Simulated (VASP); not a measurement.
Write the native input for VASP 6.6.1 that does the following.

- Task: single point
- Functional: r2SCAN50
- Potentials or basis: VASP PAW PBE potentials, release 64 (Cd, Se)
- Cutoff: 520 eV
- k mesh: 4 × 4 × 2
- Occupations: fermi-dirac, width 0.05 eV
- Spin: no spin polarisation
- Dipole correction: no
- Exchange at q = 0: truncated
- Grid for exact exchange (PRECFOCK): Normal
- Further INCAR settings: ALGO = Normal; EDIFF = 1e-07; NBANDS = 26
- Share of exact exchange: 0.5

Crystal: CdSe.

```
Cd Se
1.0
     4.31760    0.00000    0.00000
    -2.15880    3.73915    0.00000
     0.00000    0.00000    7.00796
Cd Se
2 2
Direct
  0.66667 0.33333 0.50411
  0.33333 0.66667 0.00411
  0.66667 0.33333 0.88089
  0.33333 0.66667 0.38089
```

One way to write it, as run:

POSCAR

```
CdSe
1.0
    4.3176026053      0.0000000000      0.0000000000
   -2.1588013027      3.7391535397      0.0000000000
    0.0000000000      0.0000000000      7.0079604702
Cd Se
2 2
Direct
    0.6666666667      0.3333333333      0.5041076940
    0.3333333333      0.6666666667      0.0041076940
    0.6666666667      0.3333333333      0.8808923060
    0.3333333333      0.6666666667      0.3808923060
```

INCAR.step1

```
SYSTEM = CdSe
PREC = Accurate ; ENCUT = 520
EDIFF = 1E-5 ; ISMEAR = -1
SIGMA = 0.05 ; LREAL = .False.
LASPH = .True. ; NELM = 100
ALGO = Normal ; ISIF = 2
LWAVE = .True. ; GGA = PE
NBANDS = 26
```

INCAR.step2

```
SYSTEM = CdSe
PREC = Accurate ; ENCUT = 520
EDIFF = 1E-7 ; ISMEAR = -1
SIGMA = 0.05 ; LREAL = .False.
LASPH = .True. ; NELM = 100
ALGO = Normal ; ISIF = 2
LWAVE = .False. ; LCHARG = .True.
METAGGA = R2SCAN ; LHFCALC = .True.
AEXX = 0.5 ; LMIXTAU = .True.
PRECFOCK = Normal ; HFRCUT = -1
LELF = .True. ; LVHAR = .True.
ISTART = 1 ; NBANDS = 26
```

KPOINTS

```
Automatic mesh
0
Gamma
  4 4 2
  0 0 0
```

Potentials or basis: VASP PAW PBE potentials, release 64 (Cd, Se).

The run is started by

```console
$ cat potpaw_PBE.64/Cd/POTCAR potpaw_PBE.64/Se/POTCAR > POTCAR
$ cp INCAR.step1 INCAR
$ mpirun -np 1 vasp_std > vasp.out
$ cp INCAR.step2 INCAR
$ mpirun -np 1 vasp_std > vasp.out
```

It gave:

| Item | Value |
| --- | --- |
| Pressure | -0.1 GPa |
| Band gap on the k mesh | 4.06 eV |

Caveat: the k points lie up to 0.45 Å⁻¹ apart; the PAW data sets were made with another functional, which shifts forces and pressure a little.

Run time: 54 min on 1 thread of Intel(R) Xeon(R) Platinum 8559C (Emerald Rapids) (shared host), peak memory 0.28 GiB.
